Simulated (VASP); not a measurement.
Crystal: CuPd (Skaergaardite).

```xyz
2
Lattice="2.9880 0.0000 0.0000 0.0000 2.9880 0.0000 0.0000 0.0000 2.9880" Properties=species:S:1:pos:R:3 pbc="T T T"
Cu    0.0000    0.0000    0.0000
Pd    1.4940    1.4940    1.4940
```

* Program: VASP 6.6.1
* Task: relaxation of volume and atoms at fixed shape
* Functional: LDA
* Potentials or basis: VASP PAW LDA potentials, release 64 (Cu, Pd)
* Cutoff: 600 eV
* k mesh: 14 × 14 × 14
* Occupations: gaussian, width 0.1 eV
* Spin: no spin polarisation

At the start: pressure -9.8 GPa; volume 13.34 Å³/atom.

Question: How do energy, volume and symmetry change on relaxing?

Answer: Over 3 steps the energy falls by 23.8 meV/atom and the volume is 12.62 Å³/atom (-5.4 %); space group Pm-3m (No. 221, to 0.05 Å).

Step by step:
| step | energy change (eV) | largest force (eV/Å) | pressure (GPa) | volume (Å³) |
| --- | --- | --- | --- | --- |
| 1 | 0.0000 | 0.0000 | -9.82 | 26.68 |
| 2 | 0.0244 | 0.0000 | 15.48 | 23.64 |
| 3 | -0.0476 | 0.0000 | -0.12 | 25.24 |

Final structure:
```xyz
2
Lattice="2.9335 0.0000 0.0000 0.0000 2.9335 0.0000 0.0000 0.0000 2.9335" Properties=species:S:1:pos:R:3 pbc="T T T"
Cu    0.0000    0.0000    0.0000
Pd    1.4668    1.4668    1.4668
```
